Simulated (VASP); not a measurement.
# Sb in VASP: a series of runs

The runs below take Sb through single point, with r2SCAN.

All numbers are computed with VASP 6.6.1; they aren't measurements. Logs are shortened: lines on timing, memory, paths and dates and some standing lists are left out, and cuts for length are marked.

## (1) The cell of the first run

The cell holds a slab with vacuum, 4 atoms: a = 5.129 Å, b = 4.240 Å, c = 29.022 Å, α = 90.00°, β = 90.00°, γ = 90.00°.

## (2) Single point, r2SCAN

The input, POSCAR:

```
Sb
1.0
    5.1294153392      0.0000000000      0.0000000000
    0.0000000000      4.2400764228      0.0000000000
    0.0000000000      0.0000000000     29.0216962420
Sb
4
Direct
    0.0594216653      0.0000000000      0.3752152931
    0.4405783347      0.5000000000      0.3752152931
    0.5594216653      0.5000000000      0.2794673224
    0.9405783347      0.0000000000      0.2794673224
```

The input, INCAR.step1:

```
  PREC = Accurate
  ENCUT = 520
  ISMEAR = 0
  SIGMA = 0.01
  LREAL = F
  LASPH = T
  NELM = 60
  LDIPOL = T
  IDIPOL = 3
  DIPOL = 0.5 0.5 0.327
  NBANDS = 18
  GGA = PE
  ALGO = Normal
  EDIFF = 1E-4
  LWAVE = T
  LCHARG = F
```

The input, INCAR.step2:

```
  PREC = Accurate
  ENCUT = 520
  EDIFF = 1E-6
  ISMEAR = 0
  SIGMA = 0.01
  LREAL = F
  LASPH = T
  NELM = 60
  ALGO = Normal
  ISIF = 2
  LWAVE = F
  LCHARG = T
  LDIPOL = T
  IDIPOL = 3
  DIPOL = 0.5 0.5 0.327
  METAGGA = R2SCAN
  LMIXTAU = T
  LELF = T
  LVHAR = T
  LVACPOTAV = T
  NBANDS = 18
  ISTART = 1
```

The input, KPOINTS:

```
regular mesh
0
Gamma
  6 6 1
```

Potentials or basis: VASP PAW PBE potentials, release 64 (Sb).

The run is started by

```
$ cat potpaw_PBE.64/Sb/POTCAR > POTCAR
$ cp INCAR.step1 INCAR
$ mpirun -np 1 vasp_std > vasp.out
$ cp INCAR.step2 INCAR
$ mpirun -np 1 vasp_std > vasp.out
```

OUTCAR:

```text
PREC = Accurate
   ENCUT = 520
   EDIFF = 1E-6
   ISMEAR = 0
   LREAL = F
   LASPH = T
   NELM = 60
   ISIF = 2
   METAGGA = R2SCAN
   ISTART = 1

 ion  position               nearest neighbor table
   1  0.059  0.000  0.375-   4 2.84   2 2.88   2 2.88
   2  0.441  0.500  0.375-   3 2.84   1 2.88   1 2.88
   3  0.559  0.500  0.279-   2 2.84   4 2.88   4 2.88
   4  0.941  0.000  0.279-   1 2.84   3 2.88   3 2.88

  LATTYP: Found a simple orthorhombic cell.
 ALAT       =     4.2400764228
 B/A-ratio  =     1.2097459639
 C/A-ratio  =     6.8446163107

  Lattice vectors:

 A1 = (   0.0000000000,  -4.2400764228,   0.0000000000)
 A2 = (   5.1294153392,   0.0000000000,   0.0000000000)
 A3 = (   0.0000000000,   0.0000000000,  29.0216962420)

Analysis of symmetry for initial positions (statically):
=====================================================================
 Subroutine PRICEL returns:
 Original cell was already a primitive cell.

 Routine SETGRP: Setting up the symmetry group for a
 simple orthorhombic supercell.

 Subroutine GETGRP returns: Found  8 space group operations
 (whereof  2 operations were pure point group operations)
 out of a pool of  8 trial point group operations.

The static configuration has the point symmetry C_1h.
 The point group associated with its full space group is D_2h.

Analysis of symmetry for dynamics (positions and initial velocities):
=====================================================================
 Subroutine PRICEL returns:
 Original cell was already a primitive cell.

 Routine SETGRP: Setting up the symmetry group for a
 simple orthorhombic supercell.

 Subroutine GETGRP returns: Found  8 space group operations
 (whereof  2 operations were pure point group operations)
 out of a pool of  8 trial point group operations.

The dynamic configuration has the point symmetry C_1h.
 The point group associated with its full space group is D_2h.

 Subroutine INISYM returns: Found  8 space group operations
 (whereof  2 operations are pure point group operations),
 and found     1 'primitive' translations

----------------------------------------------------------------------------------------

                                     Primitive cell

  volume of cell :     631.1962

  direct lattice vectors                    reciprocal lattice vectors
[... 87 lines left out ...]
   NFREE  =      0    steps in history (QN), initial steepest desc. (CG)
   ISIF   =      2    stress and relaxation
   ISYM   =      2    0-nonsym 1-usesym 2-fastsym
   POTIM  = 0.5000    time-step for ionic-motion
   TEBEG  =    0.0;   TEEND  =   0.0 temperature during run
   PSTRESS=    0.0 pullay stress
   NELECT =      20.0000    total number of electrons
   NUPDOWN=      -1.0000    fix difference up-down
   EMIN   =  10.00;   EMAX   =-10.00  energy-range for DOS
   EFERMI =   0.00;   METHOD = LEGACY
   ISMEAR =     0;   SIGMA  =   0.01  broadening in eV -4-tet -1-fermi 0-gaus
   EFERMI_NEDOS =   21; number of points for ismear=-14 and -15
   IALGO  =     38    algorithm
   IMIX   =      4    mixing-type and parameters
     AMIX     =   0.40;   BMIX     =  1.00
     AMIX_MAG =   1.60;   BMIX_MAG =  1.00
  volume/ion in A,a.u.               =     157.80      1064.88
  Fermi-wavevector in a.u.,A,eV,Ry     =   0.518040  0.978954  3.651335  0.268366
  Thomas-Fermi vector in A             =   1.534743
   LORBIT       =      0    0 simple, 1 ext, 2 COOP (PROOUT), +10 PAW based schemes
   METAGGA = R2SCAN    functional components
   LHFCALC =     F    Hartree Fock is set to
   AEXX    =    0.0000 exact exchange contribution
   IVDW    =     0    specifies the selected vdW correction
   LEPSILON=     F    determine dielectric tensor
   LRPA    =     F    only Hartree local field effects (RPA)
 non-spin polarized calculation
 Gauss-broadening in eV      SIGMA  =   0.01
  energy-cutoff  :      520.00
  volume of cell :      631.20
 maximum number of plane-waves:     17055
 NGX is ok and might be reduce to    40
   NGX = 19   NGY = 15   NGZ =107

 dipolmoment           0.000000      0.000000      0.000000 electrons x Angstroem

 number of electron      20.0000001 magnetization

 dipolmoment           0.000000      0.000000     -0.000001 electrons x Angstroem

 Free energy of the ion-electron system (eV)
  ---------------------------------------------------
  ext. energy  EPLUGINS =         0.00000000
  ---------------------------------------------------
  free energy    TOTEN  =      -102.37531559 eV

  energy without entropy =     -102.37531559  energy(sigma->0) =     -102.37531559

 E-fermi :  -2.1313     XC(G=0):  -2.2902

 val. band max:       -2.2225165091   @ k =   0.3333   0.0000   0.0000
 cond. band min:      -1.5646720466   @ k =   0.0000   0.0000   0.0000
 fundamental gap:      0.6578444624
 Fermi energy:        -2.1313431944

 k-point     1 :       0.0000    0.0000    0.0000
  band No.  band energies     occupation
      1     -14.5963      2.00000
      2     -12.7340      2.00000
      3     -10.3030      2.00000
      4      -7.6723      2.00000
      5      -6.3098      2.00000
      6      -5.5927      2.00000
[... 313 lines left out ...]
      5      -6.5181      2.00000
      6      -6.5181      2.00000
[... 10 lines left out ...]
     17       3.5285      0.00000
     18       3.5285      0.00000

------------------------ aborting loop because EDIFF is reached ----------------------------------------

 vacuum level on the upper side and lower side of the slab       (xc-potential included)        -0.045        -0.046

  FORCE on cell =-STRESS in cart. coord.  units (eV):
  Direction    XX          YY          ZZ          XY          YZ          ZX
  --------------------------------------------------------------------------------------
  -------------------------------------------------------------------------------------
  Total        0.1896525      0.1585975      0.2437184      0.0000000      0.0000000      0.0000000
  in kB        0.4813986      0.4025710      0.6186351      0.0000000      0.0000000      0.0000000
  external PRESSURE =       0.5008682 kB  Pullay stress =       0.0000000 kB

 VOLUME and BASIS-vectors are now :
 -----------------------------------------------------------------------------
  energy-cutoff  :      520.00
  volume of cell :      631.20
      direct lattice vectors                 reciprocal lattice vectors
     5.129415339  0.000000000  0.000000000     0.194953993  0.000000000  0.000000000
     0.000000000  4.240076423  0.000000000     0.000000000  0.235844806  0.000000000
     0.000000000  0.000000000 29.021696242     0.000000000  0.000000000  0.034456980

 POSITION                                       TOTAL-FORCE (eV/Angst)
 -----------------------------------------------------------------------------------
      0.30480      0.00000     10.88938        -0.049474      0.000000      0.044694
      2.25991      2.12004     10.88938         0.049474     -0.000000      0.044694
      2.86951      2.12004      8.11062        -0.049474      0.000000     -0.044694
      4.82462      0.00000      8.11062         0.049474     -0.000000     -0.044694
 -----------------------------------------------------------------------------------
    total drift:                               -0.000000     -0.000000     -0.000018

  FREE ENERGIE OF THE ION-ELECTRON SYSTEM (eV)
  ---------------------------------------------------
  free  energy   TOTEN  =      -102.3753155889 eV

  energy  without entropy=     -102.3753155889  energy(sigma->0) =     -102.37531559

 vacuum level on the upper side and lower side of the slab         2.131         2.131
```

OUTCAR.step1:

```text
PREC = Accurate
   ENCUT = 520
   ISMEAR = 0
   LREAL = F
   LASPH = T
   NELM = 60
   GGA = PE
[... 561 lines left out ...]
      2.86951      2.12004      8.11062        -0.241530     -0.000000     -0.193203
      4.82462      0.00000      8.11062         0.241530      0.000000     -0.193203
 -----------------------------------------------------------------------------------
    total drift:                               -0.000000      0.000000     -0.000753

  FREE ENERGIE OF THE ION-ELECTRON SYSTEM (eV)
  ---------------------------------------------------
  free  energy   TOTEN  =       -16.1330414900 eV

  energy  without entropy=      -16.1330414900  energy(sigma->0) =      -16.13304149

 vacuum level on the upper side and lower side of the slab         1.910         2.045
```

Run time: 25 min. Hardware: 1 thread of Intel Xeon 8259CL, shared host; peak memory 0.71 GiB.

Results:

* Free energy: -102.3753 eV
* Largest force: 0.067 eV/Å
* Band gap on the k mesh: 0.66 eV (least direct gap 0.86 eV)
* Ionisation potential of the upper face: 4.35 eV

Forces in eV/Å, atoms in the order of the input:
```
Sb  -0.049  0.000  0.045
Sb   0.049  0.000  0.045
Sb  -0.049  0.000 -0.045
Sb   0.049  0.000 -0.045
```

Caveat: the PAW data sets were made with another functional, which shifts forces and pressure a little; spin-orbit coupling is left out, which moves the levels of the heavy elements.

## (3) Single point, r2SCAN (uniaxial x strain +1.5%)

The input, POSCAR:

```
Sb
1.0
    5.2063565693      0.0000000000      0.0000000000
    0.0000000000      4.2400764228      0.0000000000
    0.0000000000      0.0000000000     29.0216962420
Sb
4
Direct
    0.0618586065      0.0000000000      0.3750568706
    0.4381413935      0.5000000000      0.3750568706
    0.5618586065      0.5000000000      0.2796257449
    0.9381413935      0.0000000000      0.2796257449
```

The input, INCAR.step1:

```
SYSTEM = Sb
PREC = Accurate
ENCUT = 520
ISMEAR = 0
SIGMA = 0.01
LREAL = .False.
LASPH = .True.
NELM = 60
LDIPOL = .True.
IDIPOL = 3
DIPOL = 0.5 0.5 0.327
NBANDS = 18
GGA = PE
ALGO = Normal
EDIFF = 1E-4
LWAVE = .True.
LCHARG = .False.
```

The input, INCAR.step2:

```
SYSTEM = Sb
PREC = Accurate
ENCUT = 520
EDIFF = 1E-7
ISMEAR = 0
SIGMA = 0.01
LREAL = .False.
LASPH = .True.
NELM = 60
ALGO = Normal
ISIF = 2
LWAVE = .False.
LCHARG = .False.
LDIPOL = .True.
IDIPOL = 3
DIPOL = 0.5 0.5 0.327
METAGGA = R2SCAN
LMIXTAU = .True.
NBANDS = 18
ISTART = 1
```

The input, KPOINTS:

```
Automatic mesh
0
Gamma
  6 6 1
  0 0 0
```

Potentials or basis: VASP PAW PBE potentials, release 64 (Sb).

The run is started by

```
$ cat potpaw_PBE.64/Sb/POTCAR > POTCAR
$ cp INCAR.step1 INCAR
$ mpirun -np 1 vasp_std > vasp.out
$ cp INCAR.step2 INCAR
$ mpirun -np 1 vasp_std > vasp.out
```

It took 28 min on 1 thread of Intel Xeon 8259CL, shared host; peak memory 0.72 GiB.

It converged, with:

- Free energy: -102.3727 eV
- Largest force: 0.069 eV/Å
- Band gap on the k mesh: 0.77 eV (least direct gap 0.94 eV)

Forces on the atoms (eV/Å):
```
Sb  -0.030  0.000  0.062
Sb   0.030  0.000  0.062
Sb  -0.030  0.000 -0.062
Sb   0.030  0.000 -0.062
```

Levels at points of the mesh, in eV from the valence-band top:
```tsv
k point	band 7	band 8	band 9	band 10	band 11	band 12	band 13	band 14
(0.00, 0.00, 0.00)	-2.57	-1.53	-1.16	-0.18	0.77	2.03	2.31	2.78
(0.50, 0.00, 0.00)	-1.60	-1.60	-0.53	-0.53	1.36	1.36	2.32	2.32
(0.00, 0.50, 0.00)	-1.98	-1.98	-1.63	-1.63	1.19	1.19	1.50	1.50
(0.50, 0.50, 0.00)	-3.42	-3.42	-1.44	-1.44	2.40	2.40	4.02	4.02
```

Caveat: the cell differs from its parent crystal (uniaxial x strain +1.5%); the PAW data sets were made with another functional, which shifts forces and pressure a little; spin-orbit coupling is left out, which moves the levels of the heavy elements.

## (4) Single point, r2SCAN (strain +2.5%)

The input, POSCAR:

```
Sb
1.0
    5.2576507227      0.0000000000      0.0000000000
    0.0000000000      4.3460783334      0.0000000000
    0.0000000000      0.0000000000     29.0216962420
Sb
4
Direct
    0.0658307549      0.0000000000      0.3748890330
    0.4341692451      0.5000000000      0.3748890330
    0.5658307549      0.5000000000      0.2797935825
    0.9341692451      0.0000000000      0.2797935825
```

The input, INCAR.step1:

```
  ALGO = Normal
  DIPOL = 0.5 0.5 0.327
  EDIFF = 1E-4
  ENCUT = 520
  GGA = PE
  IDIPOL = 3
  ISMEAR = 0
  LASPH = T
  LCHARG = F
  LDIPOL = T
  LREAL = F
  LWAVE = T
  NBANDS = 18
  NELM = 100
  PREC = Accurate
  SIGMA = 0.01
```

The input, INCAR.step2:

```
  ALGO = Normal
  DIPOL = 0.5 0.5 0.327
  EDIFF = 1E-6
  ENCUT = 520
  IDIPOL = 3
  ISIF = 2
  ISMEAR = 0
  ISTART = 1
  LASPH = T
  LCHARG = F
  LDIPOL = T
  LMIXTAU = T
  LREAL = F
  LWAVE = F
  METAGGA = R2SCAN
  NBANDS = 18
  NELM = 100
  PREC = Accurate
  SIGMA = 0.01
```

The input, KPOINTS:

```
k-points
0
Gamma
  6 6 1
```

The run is started by

```
$ cat potpaw_PBE.64/Sb/POTCAR > POTCAR
$ cp INCAR.step1 INCAR
$ mpirun -np 1 vasp_std > vasp.out
$ cp INCAR.step2 INCAR
$ mpirun -np 1 vasp_std > vasp.out
```

Wall time 29 min (1 thread of Intel Xeon 8259CL, shared host); peak memory 0.72 GiB.

Results (log left out):

| Item | Value |
| --- | --- |
| Free energy | -102.3357 eV |
| Largest force | 0.060 eV/Å |
| Band gap on the k mesh | 0.72 eV |

Forces on the atoms (eV/Å):
```
Sb  -0.027  0.000  0.053
Sb   0.027  0.000  0.053
Sb  -0.027  0.000 -0.053
Sb   0.027  0.000 -0.053
```

Levels at points of the mesh, in eV from the valence-band top:
```csv
k point,band 7,band 8,band 9,band 10,band 11,band 12,band 13,band 14
"(0.00, 0.00, 0.00)",-2.66,-1.28,-1.27,-0.18,0.93,1.84,2.02,2.63
"(0.50, 0.00, 0.00)",-1.75,-1.75,-0.64,-0.64,1.20,1.20,2.28,2.28
"(0.00, 0.50, 0.00)",-1.92,-1.92,-1.56,-1.56,1.29,1.29,1.66,1.66
"(0.50, 0.50, 0.00)",-3.28,-3.28,-1.33,-1.33,2.41,2.41,3.90,3.90
```

Caveat: the cell differs from its parent crystal (strain +2.5%); the PAW data sets were made with another functional, which shifts forces and pressure a little; spin-orbit coupling is left out, which moves the levels of the heavy elements.

## (5) Overview

```tsv
cell	gap on the mesh (eV)	largest force (eV/Å)
a = 5.129, b = 4.240, c = 29.022 Å, 4 atoms, atomic positions A	0.66	0.07
a = 5.206, b = 4.240, c = 29.022 Å, 4 atoms, atomic positions B	0.77	0.07
a = 5.258, b = 4.346, c = 29.022 Å, 4 atoms, atomic positions C	0.72	0.06
```

Alike in all rows: task single point; level r2SCAN; potentials or basis VASP PAW PBE potentials, release 64 (Sb); no spin polarisation; k mesh 6 × 6 × 1; cutoff (eV) 520; smearing gaussian 0.01 eV.

Caveats: the PAW data sets were made with another functional, which shifts forces and pressure a little; spin-orbit coupling is left out, which moves the levels of the heavy elements.

Total energies depend on the potentials used, so only differences within one code and one set of settings carry meaning.
